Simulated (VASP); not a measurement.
A run of VASP 6.6.1 is set up as follows.

Contents of INCAR:

```
SYSTEM = Sb
PREC = Accurate ; ENCUT = 520
EDIFF = 1E-7 ; ISMEAR = 0
SIGMA = 0.15 ; LREAL = .FALSE.
LASPH = .TRUE. ; NELM = 80
ALGO = Normal ; ISIF = 2
LWAVE = .FALSE. ; LCHARG = .TRUE.
GGA = PS ; LELF = .TRUE.
LVHAR = .TRUE. ; NBANDS = 8
```

The input KPOINTS:

```
Automatic mesh
0
G
  16 16 16
  0 0 0
```

File POSCAR:

```
Sb
1.0
    3.2390000000      0.0000000000      0.0000000000
    0.0000000000      3.2390000000      0.0000000000
    0.0000000000      0.0000000000      3.0810000000
Sb
1
Direct
    0.0000000000      0.0000000000      0.0000000000
```

Potentials or basis: VASP PAW PBE potentials, release 64 (Sb).

Launch:

```bash
$ cat potpaw_PBE.64/Sb/POTCAR > POTCAR
$ mpirun -np 1 vasp_std > vasp.out
```

Question: Predict the pressure.

Answer: -5.5 GPa.

Stress tensor (GPa, compression positive):
```
-6.69  0.00  0.00
 0.00 -6.69  0.00
 0.00  0.00 -3.13
```

Caveat: the cell differs from its parent crystal (strain +0.025 along x and y, -0.025 along z); the PAW data sets were made with another functional, which shifts forces and pressure a little.
